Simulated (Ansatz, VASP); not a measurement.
## One calculation of SbP5, two programs

```
Sb P
1.0
     2.36865   -3.54148    0.00000
     2.36865    3.54148    0.00000
     0.00000    0.00000    6.83629
Sb P
1 5
Direct
  0.00000 0.00000 0.50000
  0.00000 0.00000 0.00000
  0.00000 0.50000 0.21346
  0.50000 0.00000 0.78654
  0.00000 0.50000 0.78654
  0.50000 0.00000 0.21346
```

Alike in both runs: functional PBE; k mesh 10 × 10 × 6; occupations gaussian, width 0.1 eV; no spin polarisation.

Ansatz relaxed the structure, and its values are those at the end. VASP's run is a single point on that final structure, the one shown.

|  | VASP | Ansatz |
| --- | --- | --- |
| version | VASP 6.6.1 | Ansatz 0.2.0 |
| potentials or method | VASP PAW PBE potentials, release 64 (Sb, P), cutoff 520 eV | scalar-relativistic, plane waves, PAW |
| valence electrons in the cell | 30 | 40 |

Ansatz gave:

* gap on the k mesh at the Fermi level (eV): none
* pressure (GPa): 0.0

**Question.** Estimate VASP's values.

**Answer.** gap on the k mesh at the Fermi level (eV): none; pressure (GPa): -0.2.

A gap of «none» marks a metal or a gap that the smearing closes. With one functional, cell and mesh, what is left measures potentials, basis and numerics. VASP's potentials hold 30 valence electrons a cell and Ansatz's 40, so a difference there can come from the potentials and not from the codes.

Spin-orbit coupling is off throughout.
